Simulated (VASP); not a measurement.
Cu2B:

```
CELL_PARAMETERS angstrom
3.39717 0.00000 0.00000
0.00000 3.39717 0.00000
0.00000 0.00000 5.32894
ATOMIC_POSITIONS crystal
B 0.00000 0.50000 0.70900
B 0.50000 0.00000 0.29100
Cu 0.00000 0.00000 0.00000
Cu 0.50000 0.50000 0.00000
Cu 0.00000 0.50000 0.30300
Cu 0.50000 0.00000 0.69700
```

```yaml
Program: VASP 6.6.1
Task: relaxation of cell and atoms
Functional: PBE
Potentials_or_basis: VASP PAW PBE potentials, release 64 (B, Cu)
Cutoff: 600 eV
k_mesh: 8 × 8 × 5
Occupations: fermi-dirac, width 0.0494 eV
Spin: no spin polarisation
```

At the start: pressure 8.2 GPa; volume 10.25 Å³/atom.

Problem. Where does the relaxation end?

Solution. Over 13 steps the energy falls by 219.4 meV/atom and the volume is 10.32 Å³/atom (+0.7 %); space group P4/nmm (No. 129, to 0.1 Å) before and after.

Step by step:
```tsv
step	energy change (eV)	largest force (eV/Å)	pressure (GPa)	volume (Å³)
1	0.0000	3.3510	8.20	61.50
2	-0.7672	1.2220	-8.47	66.28
3	-0.7933	0.8957	-11.13	67.40
4	-1.2389	0.8004	-0.73	62.13
5	-1.2536	0.7928	2.09	61.08
6	-1.3053	0.1446	0.91	61.46
7	-1.3065	0.0430	0.93	61.52
8	-1.3114	0.0670	-0.62	62.13
9	-1.3116	0.0747	-0.89	62.31
10	-1.3157	0.0763	-0.31	62.14
11	-1.3162	0.0772	-0.13	62.08
12	-1.3162	0.0782	-0.17	62.05
13	-1.3167	0.0054	0.33	61.92
```

Final structure:
```
CELL_PARAMETERS angstrom
3.36900 0.00000 0.00000
0.00000 3.36900 0.00000
0.00000 0.00000 5.45561
ATOMIC_POSITIONS crystal
B 0.00000 0.50000 0.74552
B 0.50000 0.00000 0.25448
Cu 0.00000 0.00000 0.00000
Cu 0.50000 0.50000 0.00000
Cu 0.00000 0.50000 0.37111
Cu 0.50000 0.00000 0.62889
```
